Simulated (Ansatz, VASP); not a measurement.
## KCl in VASP and in Ansatz

```xyz
2
Lattice="3.8392 0.0000 0.0000 0.0000 3.8392 0.0000 0.0000 0.0000 3.8392" Properties=species:S:1:pos:R:3 pbc="T T T"
K     0.0000    0.0000    0.0000
Cl    1.9196    1.9196    1.9196
```

Alike in both runs: task single point; functional PBE-based screened hybrid with a share of 0.5 of exact exchange and HFSCREEN = 0.2; k mesh 4 × 4 × 4; occupations fermi-dirac, width 0.05 eV; no spin polarisation.

```csv
,VASP,Ansatz
version,VASP 6.6.1,Ansatz 0.2.0
potentials or method,"VASP PAW PBE potentials, release 64 (K_sv, Cl)",Ansatz PAW
plane-wave cutoff (eV),520,420
valence electrons in the cell,16,16
```

```csv
,VASP,Ansatz,Ansatz less VASP
gap on the k mesh at the Fermi level (eV),7.53,7.53,+0.003
least direct gap on the mesh (eV),7.76,7.76,+0.002
pressure (GPa),-0.9,-0.9,-0.01
```

VASP's potentials were made for PBE, not for PBE-based screened hybrid.
